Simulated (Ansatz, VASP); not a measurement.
**One calculation of Au, two programs**

```
CELL_PARAMETERS angstrom
0.00000 3.08030 3.08030
3.08030 0.00000 3.08030
3.08030 3.08030 0.00000
ATOMIC_POSITIONS crystal
Au 0.00000 0.00000 0.00000
Au 0.25000 0.25000 0.25000
```

Alike in both runs: functional PBE; k mesh 10 × 10 × 10; occupations fermi-dirac, width 0.05 eV; no spin polarisation.

Ansatz relaxed the structure, and its values are those at the end. VASP's run is a single point on that final structure, the one shown.

|  | VASP | Ansatz |
| --- | --- | --- |
| version | VASP 6.6.1 | Ansatz 0.2.0 |
| potentials or method | VASP PAW PBE potentials, release 64 (Au) | PAW with Ansatz's earlier generated frozen-core files (soft_1), scalar-relativistic |
| plane-wave cutoff (eV) | 500 | 420 |
| valence electrons in the cell | 22 | 38 |

```csv
,VASP,Ansatz,Ansatz less VASP
pressure (GPa),-0.1,0.0,+0.08
```

VASP's potentials hold 22 valence electrons a cell and Ansatz's 38, so a difference there can come from the potentials and not from the codes.

Neither program's run includes spin-orbit coupling.
